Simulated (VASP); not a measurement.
**Cs: single point with PBE**

Crystal: Cs.

```
Cs
1.0
     4.34125    0.00000    0.00000
     0.00000    4.34125    0.00000
     0.00000    0.00000    4.34125
Cs
1
Cartesian
  0.0000 0.0000 0.0000
```

This isn't the form of Cs at room conditions, which is bcc.

```yaml
Program: VASP 6.6.1
Task: single point
Functional: PBE
Potentials_or_basis: VASP PAW PBE potentials, release 64 (Cs_sv)
Cutoff: 520 eV
k_mesh: 8 × 8 × 8
Occupations: fermi-dirac, width 0.08 eV
Spin: no spin polarisation
Dipole_correction: no
Further_INCAR_settings: ALGO = Normal; EDIFF = 1e-07; NBANDS = 10
```

The pressure is 1.2 GPa and the band gap on the k mesh is zero (an odd number of electrons rules out a gap without spin polarisation).

Levels at points of the mesh, in eV from the Fermi level:
```tsv
k point	band 2	band 3	band 4	band 5	band 6	band 7	band 8	band 9
(0.00, 0.00, 0.00)	-10.51	-10.51	-10.51	-1.92	1.20	1.20	5.47	5.47
(0.50, 0.00, 0.00)	-11.08	-10.45	-10.45	-0.06	0.81	1.80	3.32	3.32
(0.50, 0.50, 0.00)	-10.99	-10.99	-10.40	-0.18	1.55	3.08	3.08	3.85
(0.50, 0.50, 0.50)	-10.91	-10.91	-10.91	0.83	0.83	0.83	3.26	6.02
```

Run time: 18 s on 1 thread of Intel(R) Xeon(R) Platinum 8259CL CPU @ 2.50GHz (Skylake/Cascade Lake), on a shared host, peak memory 0.18 GiB.

Caveat: spin-orbit coupling is left out, which moves the levels of the heavy elements.
